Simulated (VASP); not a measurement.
The system is CaSiH6.

```
CELL_PARAMETERS angstrom
2.69942 -2.67537 0.00000
2.69942 2.67537 0.00000
-0.00105 0.00000 7.19768
ATOMIC_POSITIONS crystal
Ca 0.92458 0.92458 0.74293
Si 0.06525 0.06525 0.24286
H 0.51981 0.02493 0.24118
H 0.02493 0.51981 0.24118
H 0.48581 0.97451 0.74131
H 0.97451 0.48581 0.74131
H 0.00323 0.00323 0.49337
H 0.00188 0.00188 0.98987
```

| Quantity | Value |
| --- | --- |
| Program | VASP 6.6.1 |
| Task | relaxation of cell and atoms |
| Functional | PBEsol |
| Potentials or basis | VASP PAW PBE potentials, release 64 (Ca_sv, Si, H) |
| Cutoff | 600 eV |
| k mesh | 6 × 6 × 4 |
| Occupations | fermi-dirac, width 0.03 eV |
| Spin | no spin polarisation |

At the start: pressure 2.4 GPa; volume 13.00 Å³/atom.

Problem. Where does the relaxation end?

Solution. Over 37 steps the energy falls by 540.9 meV/atom and the volume is 16.93 Å³/atom (+30.3 %); space group Amm2 (No. 38, to 0.1 Å) before and after.

Step by step:
```csv
step,energy change (eV),largest force (eV/Å),pressure (GPa),volume (Å³)
1,0.0000,4.1283,2.37,103.96
2,-2.1523,2.7132,0.67,106.86
3,-2.2484,3.0522,1.57,107.69
4,-3.3219,2.9321,5.19,111.36
5,-3.3519,3.0923,6.19,112.01
6,-3.7579,3.2768,3.76,124.33
7,-3.9074,1.5264,4.25,120.23
8,-4.1546,0.8193,-0.79,132.05
9,-4.1577,0.7558,-0.35,130.79
10,-4.2264,0.5377,-0.07,131.60
11,-4.2311,0.8883,0.05,131.87
12,-4.2775,0.3101,0.34,132.44
13,-4.2874,0.2970,0.56,132.83
14,-4.2999,0.1684,0.10,133.88
15,-4.3041,0.1823,-0.35,134.96
16,-4.3091,0.1162,-0.24,134.76
17,-4.3098,0.2407,-0.18,134.65
18,-4.3134,0.0902,-0.02,134.31
19,-4.3144,0.1066,0.12,134.01
20,-4.3164,0.1001,0.07,134.02
21,-4.3201,0.0916,-0.08,134.03
22,-4.3176,0.3001,-0.37,134.03
23,-4.3207,0.1570,-0.17,134.03
24,-4.3226,0.0852,-0.08,133.85
25,-4.3238,0.1935,0.07,133.57
26,-4.3252,0.0417,0.19,133.50
27,-4.3253,0.0391,0.24,133.47
28,-4.3261,0.0279,0.16,133.79
29,-4.3269,0.0566,0.00,134.57
30,-4.3271,0.0452,0.03,134.75
31,-4.3271,0.0437,0.03,134.72
32,-4.3273,0.0192,0.07,134.89
33,-4.3273,0.0196,0.07,134.91
34,-4.3274,0.0221,0.03,135.14
35,-4.3275,0.0273,-0.02,135.39
36,-4.3275,0.0327,-0.02,135.53
37,-4.3275,0.0097,-0.02,135.47
```

Final structure:
```yaml
crystal:
  lattice:
    - [3.02519, -3.05055, -0.00075]
    - [3.02519, 3.05055, -0.00075]
    - [-0.00200, 0.00000, 7.33977]
  atoms:
    - { symbol: Ca, position: [0.94863, 0.94863, 0.74174] }
    - { symbol: Si, position: [0.13416, 0.13416, 0.24199] }
    - { symbol: H, position: [0.47451, 0.06934, 0.24186] }
    - { symbol: H, position: [0.06934, 0.47451, 0.24186] }
    - { symbol: H, position: [0.44908, 0.95848, 0.74130] }
    - { symbol: H, position: [0.95848, 0.44908, 0.74130] }
    - { symbol: H, position: [0.98307, 0.98307, 0.40311] }
    - { symbol: H, position: [0.98273, 0.98273, 0.08085] }
```

Caveat: the volume moved by over 15 % at a fixed basis, so the end points are rough; the PAW data sets were made with another functional, which shifts forces and pressure a little.
